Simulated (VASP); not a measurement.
Wanted: the native input for a VASP 6.6.1 run.

| Property | Result |
| --- | --- |
| Task | relaxation of cell and atoms |
| Functional | PBE |
| Potentials or basis | VASP PAW PBE potentials, release 64 (Si, C) |
| Cutoff | 600 eV |
| k mesh | 13 × 13 × 13 |
| Occupations | fermi-dirac, width 0.02 eV |
| Spin | no spin polarisation |
| Dipole correction | no |
| Further INCAR settings | ALGO = Normal; EDIFF = 1e-06; IBRION = 2; EDIFFG = -0.005; NSW = 60; ISIF = 3 |

The structure of SiC (zincblende type) lies in POSCAR:

```
SiC
1.0
    0.0000000000      2.1616189057      2.1616189057
    2.1616189057      0.0000000000      2.1616189057
    2.1616189057      2.1616189057      0.0000000000
Si C
1 1
Direct
    0.0000000000      0.0000000000      0.0000000000
    0.2500000000      0.2500000000      0.2500000000
```

These files were run (other wordings do the same):

INCAR

```
PREC     = Accurate       # precision mode
ENCUT    = 600            # plane-wave cutoff, eV
EDIFF    = 1E-6           # SCF threshold, eV
ISMEAR   = -1             # smearing method
SIGMA    = 0.02           # smearing width, eV
LREAL    = F              # projectors in reciprocal space
LASPH    = T              # aspherical terms in the spheres
NELM     = 60             # most SCF steps
ALGO     = Normal         # electronic algorithm
ISIF     = 3              # what is computed and relaxed
LWAVE    = F              # write WAVECAR
LCHARG   = F              # write CHGCAR
GGA      = PE             # functional
IBRION   = 2              # ionic algorithm
NSW      = 60             # ionic steps
EDIFFG   = -0.005         # ionic threshold
```

KPOINTS

```
regular mesh
0
Gamma
  13 13 13
```

Potentials or basis: VASP PAW PBE potentials, release 64 (Si, C).

Run with:

```sh
$ cat potpaw_PBE.64/Si/POTCAR potpaw_PBE.64/C/POTCAR > POTCAR
$ mpirun -np 1 vasp_std > vasp.out
```

It gave:

```json
{"Relaxed volume": "10.50 Å³/atom", "Relaxed cell": "a = 3.096 Å, b = 3.096 Å, c = 3.096 Å, α = 60.00°, β = 60.00°, γ = 60.00°", "Space group after relaxing (to 0.1 Å)": "F-43m (No. 216)", "Energy gained by relaxing": "10.4 meV/atom", "Ionic steps": "3", "Pressure after relaxing": "0.0 GPa", "Band gap on the k mesh": "1.44 eV (least direct gap 4.56 eV)"}
```

Caveat: an odd mesh through Γ misses points on the zone boundary, where band edges can lie.

Wall time 14 s on 1 thread of Intel(R) Xeon(R) Platinum 8488C (Sapphire Rapids), with other jobs on the host, peak memory 0.15 GiB.
